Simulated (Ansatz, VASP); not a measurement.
# Sc in VASP and in Ansatz

The input INCAR:

```
ALGO = Normal
EDIFF = 1E-7
ENCUT = 520
GGA = RE
ISIF = 2
ISMEAR = -1
LASPH = T
LCHARG = F
LREAL = F
LWAVE = F
NBANDS = 30
NELM = 60
PREC = Accurate
SIGMA = 0.1
```

File KPOINTS:

```
k-points
0
Gamma
  12 12 4
```

Contents of POSCAR:

```
Sc
1.0
    3.2359430746      0.0000000000      0.0000000000
   -1.6179715373      2.8024089078      0.0000000000
    0.0000000000      0.0000000000     10.3375916082
Sc
4
Direct
    0.0000000000      0.0000000000      1.0000000000
    0.0000000000      0.0000000000      0.5000000000
    0.3333333333      0.6666666667      0.2500000000
    0.6666666667      0.3333333333      0.7500000000
```

Input for Ansatz:

```yaml
crystal:
  lattice:
    - [3.2359430746, 0.0, 0.0]
    - [-1.6179715373, 2.8024089078, 0.0]
    - [0.0, 0.0, 10.3375916082]
  atoms:
    - { symbol: Sc, position: [0.0, 0.0, 1.0] }
    - { symbol: Sc, position: [0.0, 0.0, 0.5] }
    - { symbol: Sc, position: [0.3333333333, 0.6666666667, 0.25] }
    - { symbol: Sc, position: [0.6666666667, 0.3333333333, 0.75] }
hamiltonian:
  xc: revpbe
  pseudopotentials:
    kind: paw
    azcp:
      Sc: "pseudopotentials/Sc.paw.azcp"
basis:
  ecutwfc: 420
  fft_grid_basis: typed
kpoints:
  mp_grid: { grid: [12, 12, 4], shift: [0, 0, 0] }
magnetization:
  spin_polarized: false
scf:
  occupations: { method: fermi_dirac, width: 0.1 }
  lower_state_search: "off"
output:
  stress: true
```

Alike in both runs: task single point; functional revPBE; k mesh 12 × 12 × 4; occupations fermi-dirac, width 0.1 eV; no spin polarisation.

```csv
,VASP,Ansatz
version,VASP 6.6.1,Ansatz 0.2.0
potentials or method,"VASP PAW PBE potentials, release 64 (Sc_sv), cutoff 520 eV","plane waves (420 eV) with PAW, scalar-relativistic"
valence electrons in the cell,44,44
```

|  | VASP | Ansatz | Ansatz less VASP |
| --- | --- | --- | --- |
| pressure (GPa) | 4.7 | 4.7 | -0.04 |

VASP's potentials were made for PBE, not for revPBE.
